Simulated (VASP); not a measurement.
A run of VASP 6.6.1:

INCAR

```
SYSTEM = InP
ALGO = Normal ; EDIFF = 1E-6
EDIFFG = -0.005 ; ENCUT = 600
GGA = PE ; IBRION = 2
ISIF = 3 ; ISMEAR = 0
LASPH = .True. ; LCHARG = .False.
LREAL = .False. ; LWAVE = .False.
NELM = 80 ; NSW = 100
PREC = Accurate ; PSTRESS = 100.0
SIGMA = 0.01
```

KPOINTS

```
k-points
0
Gamma
  6 6 6
  0 0 0
```

POSCAR

```
InP
1.0
    4.1443530000      0.0000000000      0.0000000000
    2.0721765000      3.5891149803      0.0000000000
    2.0721765000      1.1963716601      3.3838500547
In P
1 1
Direct
    0.0000000000      0.0000000000      0.0000000000
    0.2500000000      0.2500000000      0.2500000000
```

Potentials or basis: VASP PAW PBE potentials, release 64 (In_d, P).

Launch:

```sh
$ cat potpaw_PBE.64/In_d/POTCAR potpaw_PBE.64/P/POTCAR > POTCAR
$ mpirun -np 1 vasp_std > vasp.out
```

Hardware: 1 thread of Intel Xeon 8259CL, with other jobs on the host.

Estimate the wall time of this run.

It took 83 s on 1 thread of Intel Xeon 8259CL, with other jobs on the host, peak memory 0.22 GiB. Counts: scf iterations 44, k points 16, ion steps 6.
